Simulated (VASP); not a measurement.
A run of VASP 6.6.1:

The input INCAR:

```
ALGO     = Normal         # electronic algorithm
EDIFF    = 1E-7           # SCF threshold, eV
ENCUT    = 520            # plane-wave cutoff, eV
GGA      = PS             # functional
ISIF     = 2              # what is computed and relaxed
ISMEAR   = 0              # smearing method
LASPH    = T              # aspherical terms in the spheres
LCHARG   = T              # write CHGCAR
LELF     = T              # ELF
LREAL    = F              # projectors in reciprocal space
LVHAR    = T            
LWAVE    = F              # write WAVECAR
NBANDS   = 23             # bands
NELM     = 100            # most SCF steps
PREC     = Accurate       # precision mode
SIGMA    = 0.1            # smearing width, eV
```

KPOINTS

```
k-points
0
Gamma
  12 12 8
```

The input POSCAR:

```
TiH2
1.0
    3.2000405453      0.0000000000      0.0000000000
    0.0000000000      3.2000405453      0.0000000000
    0.0000000000      0.0000000000      4.0153356081
Ti H
2 4
Direct
    0.0000000000      0.0000000000      0.0000000000
    0.5000000000      0.5000000000      0.5000000000
    0.5000000000      0.0000000000      0.2500000000
    0.0000000000      0.5000000000      0.2500000000
    0.0000000000      0.5000000000      0.7500000000
    0.5000000000      0.0000000000      0.7500000000
```

Potentials or basis: VASP PAW PBE potentials, release 64 (Ti_sv, H).

Launch:

```console
$ cat potpaw_PBE.64/Ti_sv/POTCAR potpaw_PBE.64/H/POTCAR > POTCAR
$ mpirun -np 1 vasp_std > vasp.out
```

Hardware: 1 thread of Intel(R) Xeon(R) Platinum 8259CL CPU @ 2.50GHz (Skylake/Cascade Lake), on a shared host.

Estimate the wall time of this run.

It took 95 s on 1 thread of Intel(R) Xeon(R) Platinum 8259CL CPU @ 2.50GHz (Skylake/Cascade Lake), on a shared host, peak memory 0.23 GiB. Counts: scf iterations 14, k points 140.
